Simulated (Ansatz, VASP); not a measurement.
# Two plane-wave programs on ScAl2P3

File INCAR:

```
PREC = Accurate ; ENCUT = 600
EDIFF = 1E-6 ; ISMEAR = 0
SIGMA = 0.1 ; LREAL = F
LASPH = T ; NELM = 80
ALGO = Normal ; ISIF = 3
LWAVE = F ; LCHARG = F
GGA = PE ; IBRION = 2
NSW = 100 ; EDIFFG = -0.01
```

File KPOINTS:

```
regular mesh
0
Gamma
  10 10 6
```

POSCAR

```
ScAl2P3
1.0
    3.6241442575      0.0000000000      0.0000000000
    0.0000000000      3.6241442575      0.0000000000
    0.0000000000      0.0000000000      7.6821826395
Sc Al P
1 2 3
Direct
    0.0000000000      0.0000000000      0.0000000000
    0.0000000000      0.5000000000      0.6500807708
    0.5000000000      0.0000000000      0.3499192292
    0.0000000000      0.5000000000      0.3225716504
    0.5000000000      0.0000000000      0.6774283496
    0.5000000000      0.5000000000      0.0000000000
```

Input for Ansatz:

```yaml
crystal:
  lattice:
    - [3.6241442575, 0.0, 0.0]
    - [0.0, 3.6241442575, 0.0]
    - [0.0, 0.0, 7.6821826395]
  atoms:
    - { symbol: Sc, position: [0.0, 0.0, 0.0] }
    - { symbol: Al, position: [0.0, 0.5, 0.6500807708] }
    - { symbol: Al, position: [0.5, 0.0, 0.3499192292] }
    - { symbol: P, position: [0.0, 0.5, 0.3225716504] }
    - { symbol: P, position: [0.5, 0.0, 0.6774283496] }
    - { symbol: P, position: [0.5, 0.5, 0.0] }
basis:
  ecutwfc: 420
kpoints:
  mp_grid: { grid: [10, 10, 6] }
hamiltonian:
  xc: pbe
scf:
  occupations: { method: gaussian, width: 0.1 }
output:
  forces: true
  stress: true
  eigenvalues: true
relax:
  adjacent_minimum: "off"
  f_tol: 0.01
  max_steps: 80
  cell: { stress_tol: 0.05 }
```

Change from the starting cell: species swapped into the Ti2CuSb3 type (P-4m2, No. 115).

Alike in both runs: task relaxation of cell and atoms; functional PBE; k mesh 10 × 10 × 6; occupations gaussian, width 0.1 eV; no spin polarisation.

|  | VASP | Ansatz |
| --- | --- | --- |
| version | VASP 6.6.1 | Ansatz 0.2.0 |
| potentials or method | VASP PAW PBE potentials, release 64 (Sc_sv, Al, P), cutoff 600 eV | scalar-relativistic, plane waves, PAW |
| valence electrons in the cell | 32 | 32 |

Ansatz gave:

| Item | Value |
| --- | --- |
| gap on the k mesh at the Fermi level, each at its own relaxed structure (eV) | none |
| relaxed volume (Å³/atom) | 16.91 |
| relaxed cell length with the largest relative difference (Å) | 7.786 |

Task: Which values does VASP return?

Result: gap on the k mesh at the Fermi level, each at its own relaxed structure (eV): none; relaxed volume (Å³/atom): 16.90; relaxed cell length with the largest relative difference (Å): 7.775.

A gap of «none» marks a metal or a gap that the smearing closes.
